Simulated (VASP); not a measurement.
# PtF (Cmmm) in VASP: single point with PBE

Aim: the single point of PtF with PBE.

Everything below comes from runs of VASP 6.6.1. Logs are shortened: lines on timing, memory, paths and dates and some standing lists are left out, and cuts for length are marked.

### Step 1. The cell of the first run

Symmetry: Cmmm, No. 65, orthorhombic system. Conventional cell: a = 5.162 Å, b = 5.785 Å, c = 5.972 Å, α = 90.00°, β = 90.00°, γ = 90.00°. Pt (site symmetry m2m) has 2 F at 2.15 Å and 3 Pt at 2.35 to 2.64 Å within 2.9 Å. Within 2.9 Å of F (site symmetry mm2) lie 2 Pt at 2.15 Å and 1 F at 2.60 Å.

### Step 2. Single point, PBE

Input file INCAR:

```
  PREC = Accurate
  ENCUT = 520
  EDIFF = 1E-7
  ISMEAR = 0
  SIGMA = 0.02
  LREAL = F
  LASPH = T
  NELM = 100
  ALGO = Normal
  ISIF = 2
  LWAVE = F
  LCHARG = F
  GGA = PE
  NBANDS = 25
```

Input file KPOINTS:

```
Automatic mesh
0
Gamma
  10 10 6
```

Input file POSCAR:

```
PtF
1.0
    2.5809683051     -2.8923994325      0.0000000000
    2.5809683051      2.8923994325      0.0000000000
    0.0000000000      0.0000000000      5.9724685947
Pt F
2 2
Direct
    0.7972454960      0.2027545040      0.5000000000
    0.2027545040      0.7972454960      0.5000000000
    0.5000000000      0.5000000000      0.2827054952
    0.5000000000      0.5000000000      0.7172945048
```

Potentials or basis: VASP PAW PBE potentials, release 64 (Pt, F).

Started as:

```bash
$ cat potpaw_PBE.64/Pt/POTCAR potpaw_PBE.64/F/POTCAR > POTCAR
$ mpirun -np 1 vasp_std > vasp.out
```

OUTCAR:

```text
PREC = Accurate
   ENCUT = 520
   EDIFF = 1E-7
   ISMEAR = 0
   LREAL = F
   LASPH = T
   NELM = 100
   ISIF = 2
   GGA = PE

 ion  position               nearest neighbor table
   1  0.797  0.203  0.500-   3 2.15   4 2.15   2 2.35   2 2.64   2 2.64   2 3.44
   2  0.203  0.797  0.500-   3 2.15   4 2.15   1 2.35   1 2.64   1 2.64   1 3.44
   3  0.500  0.500  0.283-   1 2.15   2 2.15
   4  0.500  0.500  0.717-   1 2.15   2 2.15

  LATTYP: Found a base centered orthorhombic cell.
 ALAT       =     5.1619366102
 B/A-ratio  =     1.1206644525
 C/A-ratio  =     1.1570209101

  Lattice vectors:

 A1 = (   2.5809683051,  -2.8923994325,   0.0000000000)
 A2 = (   2.5809683051,   2.8923994325,   0.0000000000)
 A3 = (   0.0000000000,   0.0000000000,   5.9724685947)

Analysis of symmetry for initial positions (statically):
=====================================================================
 Subroutine PRICEL returns:
 Original cell was already a primitive cell.

 Routine SETGRP: Setting up the symmetry group for a
 base centered orthorhombic supercell.

 Subroutine GETGRP returns: Found  8 space group operations
 (whereof  8 operations were pure point group operations)
 out of a pool of  8 trial point group operations.

The static configuration has the point symmetry D_2h.

Analysis of symmetry for dynamics (positions and initial velocities):
=====================================================================
 Subroutine PRICEL returns:
 Original cell was already a primitive cell.

 Routine SETGRP: Setting up the symmetry group for a
 base centered orthorhombic supercell.

 Subroutine GETGRP returns: Found  8 space group operations
 (whereof  8 operations were pure point group operations)
 out of a pool of  8 trial point group operations.

The dynamic configuration has the point symmetry D_2h.

 Subroutine INISYM returns: Found  8 space group operations
 (whereof  8 operations are pure point group operations),
 and found     1 'primitive' translations

----------------------------------------------------------------------------------------

                                     Primitive cell

  volume of cell :      89.1712

  direct lattice vectors                    reciprocal lattice vectors
     2.580968305 -2.892399432  0.000000000     0.193725742 -0.172866857  0.000000000
     2.580968305  2.892399432  0.000000000     0.193725742  0.172866857  0.000000000
     0.000000000  0.000000000  5.972468595     0.000000000  0.000000000  0.167434953

  length of vectors
     3.876515429  3.876515429  5.972468595     0.259639391  0.259639391  0.167434953

  position of ions in fractional coordinates (direct lattice)
     0.797245496  0.202754504  0.500000000
     0.202754504  0.797245496  0.500000000
     0.500000000  0.500000000  0.282705495
     0.500000000  0.500000000  0.717294505

  ion indices of the primitive-cell ions
   primitive index   ion index
                 1           1
                 2           2
                 3           3
                 4           4

----------------------------------------------------------------------------------------

 KPOINTS: Automatic mesh

Automatic generation of k-mesh.
 Grid dimensions read from file:
 generate k-points for:   10   10    6

 Generating k-lattice:

  Cartesian coordinates                     Fractional coordinates (reciprocal lattice)
     0.019372574 -0.017286686  0.000000000     0.100000000  0.000000000  0.000000000
     0.019372574  0.017286686  0.000000000     0.000000000  0.100000000  0.000000000
     0.000000000  0.000000000  0.027905826     0.000000000  0.000000000  0.166666667

  Length of vectors
     0.025963939  0.025963939  0.027905826

  Shift w.r.t. Gamma in fractional coordinates (k-lattice)
     0.000000000  0.000000000  0.000000000

 Subroutine IBZKPT returns following result:
 ===========================================

 Found    124 irreducible k-points:

 Following reciprocal coordinates:
            Coordinates               Weight
  0.000000  0.000000  0.000000      1.000000
  0.100000  0.000000  0.000000      4.000000
  0.200000  0.000000  0.000000      4.000000
  0.300000  0.000000  0.000000      4.000000
  0.400000 -0.000000  0.000000      4.000000
  0.500000 -0.000000  0.000000      2.000000
[... 16 lines left out ...]
  0.300000  0.300000  0.000000      2.000000
  0.400000  0.300000  0.000000      4.000000
 [... further k-points ...]
   k-points           NKPTS =    124   k-points in BZ     NKDIM =    124   number of bands    NBANDS=     25
   number of dos      NEDOS =    301   number of ions     NIONS =      4
   total plane-waves  NPLWV =  43200
   dimension x,y,z NGX =    30 NGY =   30 NGZ =   48
   dimension x,y,z NGXF=    60 NGYF=   60 NGZF=   96
   ions per type =               2   2
   NGX,Y,Z   is equivalent  to a cutoff of  12.87, 12.87, 13.36 a.u.
   NGXF,Y,Z  is equivalent  to a cutoff of  25.73, 25.73, 26.72 a.u.
 SYSTEM =  unknown system
   PREC   = accura    normal or accurate (medium, high low for compatibility)
   ISTART =      0    job   : 0-new  1-cont  2-samecut
   ICHARG =      2    charge: 1-file 2-atom 10-const
   ISPIN  =      1    spin polarized calculation?
   LNONCOLLINEAR =      F non collinear calculations
   LSORBIT =      F    spin-orbit coupling
   LASPH  =      T    aspherical Exc in radial PAW
   ENCUT  =  520.0 eV  38.22 Ry    6.18 a.u.   7.21  7.21 11.10*2*pi/ulx,y,z
   NELM   =    100;   NELMIN=  2; NELMDL= -5     # of ELM steps
   EDIFF  = 0.1E-06   stopping-criterion for ELM
   LREAL  =      F    real-space projection
   EDIFFG = 0.1E-05   stopping-criterion for IOM
   NSW    =      0    number of steps for IOM
   IBRION =     -1    ionic relax: 0-MD 1-quasi-New 2-CG
   NFREE  =      0    steps in history (QN), initial steepest desc. (CG)
   ISIF   =      2    stress and relaxation
   ISYM   =      2    0-nonsym 1-usesym 2-fastsym
   POTIM  = 0.5000    time-step for ionic-motion
   TEBEG  =    0.0;   TEEND  =   0.0 temperature during run
   PSTRESS=    0.0 pullay stress
   NELECT =      34.0000    total number of electrons
   NUPDOWN=      -1.0000    fix difference up-down
   EMIN   =  10.00;   EMAX   =-10.00  energy-range for DOS
   EFERMI =   0.00;   METHOD = LEGACY
   ISMEAR =     0;   SIGMA  =   0.02  broadening in eV -4-tet -1-fermi 0-gaus
   EFERMI_NEDOS =   21; number of points for ismear=-14 and -15
   IALGO  =     38    algorithm
   IMIX   =      4    mixing-type and parameters
     AMIX     =   0.40;   BMIX     =  1.00
     AMIX_MAG =   1.60;   BMIX_MAG =  1.00
  volume/ion in A,a.u.               =      22.29       150.44
  Fermi-wavevector in a.u.,A,eV,Ry     =   1.187115  2.243322 19.173908  1.409243
  Thomas-Fermi vector in A             =   2.323273
   LORBIT       =      0    0 simple, 1 ext, 2 COOP (PROOUT), +10 PAW based schemes
   GGA     = PE    functional components
   LHFCALC =     F    Hartree Fock is set to
   AEXX    =    0.0000 exact exchange contribution
   IVDW    =     0    specifies the selected vdW correction
   LEPSILON=     F    determine dielectric tensor
   LRPA    =     F    only Hartree local field effects (RPA)
 non-spin polarized calculation
 Gauss-broadening in eV      SIGMA  =   0.02
  energy-cutoff  :      520.00
  volume of cell :       89.17
 maximum number of plane-waves:      2424
 NGX is ok and might be reduce to    30
   NGX = 15   NGY = 15   NGZ = 23

 number of electron      34.0000018 magnetization

 Free energy of the ion-electron system (eV)
  ---------------------------------------------------
  ext. energy  EPLUGINS =         0.00000000
  ---------------------------------------------------
  free energy    TOTEN  =       -16.51171994 eV

  energy without entropy =      -16.51171211  energy(sigma->0) =      -16.51171602

 E-fermi :   0.4301     XC(G=0):  -8.3102

 val. band max:        0.3933617678   @ k =  -0.3000   0.1000   0.5000
 cond. band min:       0.4618409189   @ k =   0.3000   0.3000   0.0000
 fundamental gap:      0.0684791511
 Fermi energy:         0.4300926156

 k-point     1 :       0.0000    0.0000    0.0000
  band No.  band energies     occupation
      1     -22.2115      2.00000
      2     -21.8935      2.00000
      3      -6.3069      2.00000
      4      -5.3841      2.00000
      5      -4.8867      2.00000
      6      -4.7425      2.00000
[... 17 lines left out ...]
     24      12.4269      0.00000
     25      14.7449      0.00000

 k-point     2 :       0.1000    0.0000    0.0000
  band No.  band energies     occupation
      1     -22.2079      2.00000
      2     -21.8931      2.00000
      3      -6.2464      2.00000
      4      -5.4287      2.00000
      5      -4.9570      2.00000
      6      -4.6808      2.00000
[... 17 lines left out ...]
     24      12.7857      0.00000
     25      14.5414      0.00000

 k-point     3 :       0.2000    0.0000    0.0000
  band No.  band energies     occupation
      1     -22.1982      2.00000
      2     -21.8920      2.00000
      3      -6.0804      2.00000
      4      -5.4199      2.00000
      5      -5.1115      2.00000
      6      -4.7683      2.00000
[... 17 lines left out ...]
     24      12.9166      0.00000
     25      13.4078      0.00000

 k-point     4 :       0.3000    0.0000    0.0000
  band No.  band energies     occupation
      1     -22.1861      2.00000
      2     -21.8907      2.00000
      3      -5.8597      2.00000
      4      -5.2858      2.00000
      5      -5.2666      2.00000
      6      -4.8314      2.00000
[... 17 lines left out ...]
     24      12.1990      0.00000
     25      12.3595      0.00000

 k-point     5 :       0.4000   -0.0000    0.0000
  band No.  band energies     occupation
      1     -22.1762      2.00000
      2     -21.8895      2.00000
      3      -5.6732      2.00000
      4      -5.3744      2.00000
      5      -5.1179      2.00000
      6      -4.7709      2.00000
[... 17 lines left out ...]
     24      11.0691      0.00000
     25      11.5912      0.00000

 k-point     6 :       0.5000   -0.0000    0.0000
  band No.  band energies     occupation
      1     -22.1725      2.00000
      2     -21.8892      2.00000
      3      -5.6051      2.00000
      4      -5.4125      2.00000
      5      -5.0476      2.00000
      6      -4.6777      2.00000
[... 17 lines left out ...]
     24      10.9976      0.00000
     25      11.1752      0.00000
[... 393 lines left out ...]
 k-point    21 :      -0.3000    0.2000    0.0000
  band No.  band energies     occupation
      1     -22.1744      2.00000
      2     -21.8890      2.00000
      3      -5.6249      2.00000
      4      -5.3936      2.00000
      5      -5.0634      2.00000
      6      -4.6619      2.00000
[... 17 lines left out ...]
     24      12.1316      0.00000
     25      12.5946      0.00000

 k-point    22 :      -0.2000    0.2000    0.0000
  band No.  band energies     occupation
      1     -22.1833      2.00000
      2     -21.8898      2.00000
      3      -5.7793      2.00000
      4      -5.3422      2.00000
      5      -4.9966      2.00000
      6      -4.8023      2.00000
[... 17 lines left out ...]
     24      13.0650      0.00000
     25      13.4511      0.00000

 k-point    23 :       0.3000    0.3000    0.0000
  band No.  band energies     occupation
      1     -22.1777      2.00000
      2     -21.8910      2.00000
      3      -5.9597      2.00000
      4      -4.9855      2.00000
      5      -4.8331      2.00000
      6      -4.7388      2.00000
[... 17 lines left out ...]
     24      10.9904      0.00000
     25      12.1010      0.00000

 k-point    24 :       0.4000    0.3000    0.0000
  band No.  band energies     occupation
      1     -22.1710      2.00000
      2     -21.8901      2.00000
      3      -5.8706      2.00000
      4      -5.0514      2.00000
      5      -4.9288      2.00000
      6      -4.3558      2.00000
[... 17 lines left out ...]
     24      10.4059      0.00000
     25      11.5204      0.00000

 [... further k-points ...]

------------------------ aborting loop because EDIFF is reached ----------------------------------------

  FORCE on cell =-STRESS in cart. coord.  units (eV):
  Direction    XX          YY          ZZ          XY          YZ          ZX
  --------------------------------------------------------------------------------------
  -------------------------------------------------------------------------------------
  Total       -0.2246566     -0.1761521     -0.0357374      0.0000000      0.0000000      0.0000000
  in kB       -4.0365006     -3.1649987     -0.6421091      0.0000000      0.0000000      0.0000000
  external PRESSURE =      -2.6145361 kB  Pullay stress =       0.0000000 kB

 VOLUME and BASIS-vectors are now :
 -----------------------------------------------------------------------------
  energy-cutoff  :      520.00
  volume of cell :       89.17
      direct lattice vectors                 reciprocal lattice vectors
     2.580968305 -2.892399432  0.000000000     0.193725742 -0.172866857  0.000000000
     2.580968305  2.892399432  0.000000000     0.193725742  0.172866857  0.000000000
     0.000000000  0.000000000  5.972468595     0.000000000  0.000000000  0.167434953

 POSITION                                       TOTAL-FORCE (eV/Angst)
 -----------------------------------------------------------------------------------
      2.58097     -1.71951      2.98623         0.000000     -0.072508      0.000000
      2.58097      1.71951      2.98623         0.000000      0.072508     -0.000000
      2.58097      0.00000      1.68845        -0.000000      0.000000     -0.016299
      2.58097      0.00000      4.28402        -0.000000      0.000000      0.016299
 -----------------------------------------------------------------------------------
    total drift:                                0.000000      0.000000      0.000000

  FREE ENERGIE OF THE ION-ELECTRON SYSTEM (eV)
  ---------------------------------------------------
  free  energy   TOTEN  =       -16.5117199408 eV

  energy  without entropy=      -16.5117121092  energy(sigma->0) =      -16.51171602
```

It took 3.6 min on 1 thread of AMD EPYC 7R43 (Zen 3), shared host; peak memory 0.34 GiB.

What came out:

```
Free energy            : -16.5117 eV
Pressure               : -0.3 GPa
Largest force          : 0.073 eV/Å
Band gap on the k mesh : 0.07 eV, indirect (least direct gap 0.31 eV)
```

Forces in eV/Å, atoms in the order of the input:
```
Pt   0.000 -0.073  0.000
Pt   0.000  0.073  0.000
F    0.000  0.000 -0.016
F    0.000  0.000  0.016
```

Caveat: spin-orbit coupling is left out, which moves the levels of the heavy elements. A k mesh can miss the band edges.
